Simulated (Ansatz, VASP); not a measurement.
# BN: VASP beside Ansatz

```
B N
1.0
     0.00000    1.80750    1.80750
     1.80750    0.00000    1.80750
     1.80750    1.80750    0.00000
B N
1 1
Direct
  0.00000 0.00000 0.00000
  0.75000 0.75000 0.75000
```

Alike in both runs: task single point; functional PBE; k mesh 13 × 13 × 13; occupations fermi-dirac, width 0.03 eV; no spin polarisation.

```csv
,VASP,Ansatz
version,VASP 6.6.1,Ansatz 0.2.0
potentials or method,"VASP PAW PBE potentials, release 64 (B, N), cutoff 520 eV","all-electron LAPW, non-relativistic"
```

```csv
,VASP,Ansatz,Ansatz less VASP
gap on the k mesh at the Fermi level (eV),4.53,4.55,+0.019
pressure (GPa),3.3,3.2,-0.13
```

Ansatz ran all-electron here, and VASP with PAW potentials.
